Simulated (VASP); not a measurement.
Here is a VASP 6.6.1 calculation.

INCAR

```
SYSTEM = Rb2Pd
PREC = Accurate
ENCUT = 520
EDIFF = 1E-7
ISMEAR = 0
SIGMA = 0.05
LREAL = .FALSE.
LASPH = .TRUE.
NELM = 80
ALGO = Normal
ISIF = 2
LWAVE = .FALSE.
LCHARG = .TRUE.
GGA = PS
LELF = .TRUE.
LVHAR = .TRUE.
NBANDS = 21
```

The input KPOINTS:

```
Automatic mesh
0
G
  6 6 6
  0 0 0
```

The input POSCAR:

```
Rb2Pd
1.0
    0.0000000000      4.6832914123      3.7864909291
    3.4875574347      0.0000000000      3.7864909291
    3.4875574347      4.6832914123      0.0000000000
Rb Pd
2 1
Direct
    0.2500000000      0.2500000000      0.2500000000
    0.7500000000      0.7500000000      0.7500000000
    0.0000000000      0.0000000000      0.0000000000
```

Potentials or basis: VASP PAW PBE potentials, release 64 (Rb_sv, Pd).

Launch:

```sh
$ cat potpaw_PBE.64/Rb_sv/POTCAR potpaw_PBE.64/Pd/POTCAR > POTCAR
$ mpirun -np 1 vasp_std > vasp.out
```

Problem. What does it give for the pressure?

Solution. 0.1 GPa.

Stress tensor (GPa, compression positive):
```
 2.49  0.00  0.00
 0.00 -3.39  0.00
 0.00  0.00  1.13
```

Caveat: the cell differs from its parent crystal (strain +e along x and -e along y -0.1500, strain +e along z and -e/2 along x and y -0.0500); the stress differs along the axes, from -3 to 2 GPa; the PAW data sets were made with another functional, which shifts forces and pressure a little.
